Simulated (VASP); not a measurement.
Set up this calculation in VASP 6.6.1, as the native input.

* Task: single point
* Functional: PBEsol
* Potentials or basis: VASP PAW PBE potentials, release 64 (Lu)
* Cutoff: 520 eV
* k mesh: 6 × 6 × 6
* Occupations: gaussian, width 0.05 eV
* Spin: no spin polarisation
* Dipole correction: no
* Further INCAR settings: ALGO = Normal; EDIFF = 1e-06; NBANDS = 18

The structure of Lu lies in POSCAR:

```
Lu
1.0
    2.7060110346      0.0000000000      0.0000000000
    0.0000000000      2.7060110346      0.0000000000
    0.0000000000      0.0000000000      2.7060110346
Lu
1
Direct
    0.0000000000      0.0000000000      0.0000000000
```

These files were run (other wordings do the same):

INCAR

```
ALGO = Normal ; EDIFF = 1E-6
ENCUT = 520 ; GGA = PS
ISIF = 2 ; ISMEAR = 0
LASPH = True ; LCHARG = False
LREAL = False ; LWAVE = False
NBANDS = 18 ; NELM = 80
PREC = Accurate ; SIGMA = 0.05
```

KPOINTS

```
k-points
0
Gamma
  6 6 6
```

Potentials or basis: VASP PAW PBE potentials, release 64 (Lu).

The run is started by

```bash
$ cat potpaw_PBE.64/Lu/POTCAR > POTCAR
$ mpirun -np 1 vasp_std > vasp.out
```

It gave:

| Quantity | Value |
| --- | --- |
| Pressure | 30.8 GPa |

Caveat: the k points lie up to 0.39 Å⁻¹ apart; the PAW data sets were made with another functional, which shifts forces and pressure a little.

Run time: 7.4 s on 1 thread of Intel(R) Xeon(R) Platinum 8259CL CPU @ 2.50GHz (Skylake/Cascade Lake), on a shared host, peak memory 0.13 GiB.
